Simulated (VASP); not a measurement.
# Ir: single point with PBE

The system is Ir.

```
Ir
1.0
     0.00000    1.91560    1.91560
     1.91560    0.00000    1.91560
     1.91560    1.91560    0.00000
Ir
1
Direct
  0.00000 0.00000 0.00000
```

| Property | Result |
| --- | --- |
| Program | VASP 6.6.1 |
| Task | single point |
| Functional | PBE |
| Potentials or basis | VASP PAW PBE potentials, release 64 (Ir) |
| Cutoff | 500 eV |
| k mesh | 3 × 3 × 3 |
| Occupations | fermi-dirac, width 0.05 eV |
| Spin | no spin polarisation |
| Dipole correction | no |
| Further INCAR settings | ALGO = Normal; EDIFF = 1e-06; NBANDS = 10 |

| Property | Result |
| --- | --- |
| Pressure | 38.3 GPa |

Levels at points of the mesh, in eV from the Fermi level:
```tsv
k point	band 1	band 2	band 3	band 4	band 5	band 6	band 7	band 8
(0.00, 0.00, 0.00)	-10.86	-3.64	-3.64	-3.64	-0.96	-0.96	14.66	20.24
```

It took 4 s on 1 thread of AMD EPYC 7R13, on a shared host, peak memory 0.09 GiB.

Caveat: the k points lie up to 0.95 Å⁻¹ apart; spin-orbit coupling is left out, which moves the levels of the heavy elements.
